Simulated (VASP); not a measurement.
The system is HfMg2C2.

```xyz
5
Lattice="3.2076 0.0000 0.0000 -1.6038 2.7778 0.0000 0.0000 0.0000 7.7073" Properties=species:S:1:pos:R:3 pbc="T T T"
Mg    0.0000    1.8519    6.4955
Mg    1.6038    0.9259    1.2117
Hf    0.0000    0.0000    3.8536
C     0.0000    1.8519    2.4896
C     1.6038    0.9259    5.2176
```

```yaml
Program: VASP 6.6.1
Task: relaxation of cell and atoms
Functional: PBE
Potentials_or_basis: VASP PAW PBE potentials, release 64 (Mg, Hf_pv, C)
Cutoff: 600 eV
k_mesh: 6 × 6 × 2
Occupations: gaussian, width 0.1 eV
Spin: no spin polarisation
```

At the start: pressure 4.5 GPa; volume 13.73 Å³/atom.

How do energy, volume and symmetry change on relaxing?

Over 9 steps the energy falls by 103.9 meV/atom and the volume is 14.56 Å³/atom (+6.0 %); space group P-3m1 (No. 164, to 0.05 Å).

Step by step:
| step | energy change (eV) | largest force (eV/Å) | pressure (GPa) | volume (Å³) |
| --- | --- | --- | --- | --- |
| 1 | 0.0000 | 1.2281 | 4.49 | 68.67 |
| 2 | -0.3138 | 1.1500 | -1.70 | 72.51 |
| 3 | -0.3879 | 0.8355 | -6.54 | 76.23 |
| 4 | -0.3954 | 0.9297 | -5.30 | 75.18 |
| 5 | -0.4978 | 0.4713 | 2.03 | 71.90 |
| 6 | -0.5044 | 0.3359 | 0.19 | 72.65 |
| 7 | -0.5045 | 0.3523 | 0.38 | 72.57 |
| 8 | -0.5183 | 0.0998 | 0.21 | 72.74 |
| 9 | -0.5195 | 0.0110 | 0.15 | 72.81 |

Final structure:
```
Mg Hf C
1.0
     3.40004    0.00000    0.00000
    -1.70002    2.94452    0.00000
     0.00000    0.00000    7.27260
Mg Hf C
2 1 2
Direct
  0.33333 0.66667 0.81693
  0.66667 0.33333 0.18307
  0.00000 0.00000 0.50000
  0.33333 0.66667 0.32281
  0.66667 0.33333 0.67719
```

Caveat: the k points lie up to 0.43 Å⁻¹ apart in the final cell.
